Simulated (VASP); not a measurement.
## Al3BN2: single point with PBE

Crystal: Al3BN2.

```xyz
12
Lattice="5.1360 0.0000 0.0000 -2.5680 4.4479 0.0000 0.0000 0.0000 5.4225" Properties=species:S:1:pos:R:3 pbc="T T T"
Al    2.5680    0.0000    1.3556
Al    2.5680    0.0000    4.0669
Al    3.8520    2.2240    1.3556
Al    3.8520    2.2240    4.0669
Al    1.2840    2.2240    1.3556
Al    1.2840    2.2240    4.0669
B     5.1360    0.0000    1.3556
B     5.1360    0.0000    4.0669
N     0.0000    2.9653    0.0000
N     0.0000    2.9653    2.7113
N     2.5680    1.4826    2.7113
N     2.5680    1.4826    0.0000
```

```yaml
Program: VASP 6.6.1
Task: single point
Functional: PBE
Potentials_or_basis: VASP PAW PBE potentials, release 64 (Al, B, N)
Cutoff: 600 eV
k_mesh: 6 × 6 × 4
Occupations: gaussian, width 0.2 eV
Spin: no spin polarisation
Dipole_correction: no
Further_INCAR_settings: ALGO = Normal; EDIFF = 1e-06; NBANDS = 34
```

```yaml
Pressure: -0.2 GPa
Band_gap_on_the_k_mesh: zero (bands 22 and 23 overlap by 0.61 eV)
```

Stress tensor (GPa, compression positive):
```
-0.42  0.00  0.00
 0.00 -0.42  0.00
 0.00  0.00  0.27
```

Levels at points of the mesh, in eV from the Fermi level:
```
           k point  band 19  band 20  band 21  band 22  band 23  band 24  band 25  band 26
(0.00, 0.00, 0.00)    -1.02    -0.97    -0.97     0.03     0.03     1.56     1.56     3.48
(0.50, 0.00, 0.00)    -1.78    -1.25    -0.66    -0.29     0.27     2.83     4.62     4.72
(0.00, 0.00, 0.50)    -0.03    -0.03    -0.03    -0.03     2.81     2.81     4.25     4.25
(0.50, 0.00, 0.50)    -0.64    -0.64    -0.24    -0.24     2.14     2.14     4.31     4.31
```

It took 4.4 min on 1 thread of Oxide Virtual Turin-like Processor (shared host), peak memory 0.28 GiB.

Caveat: semilocal functionals underestimate gaps, and a narrow one can read as zero.
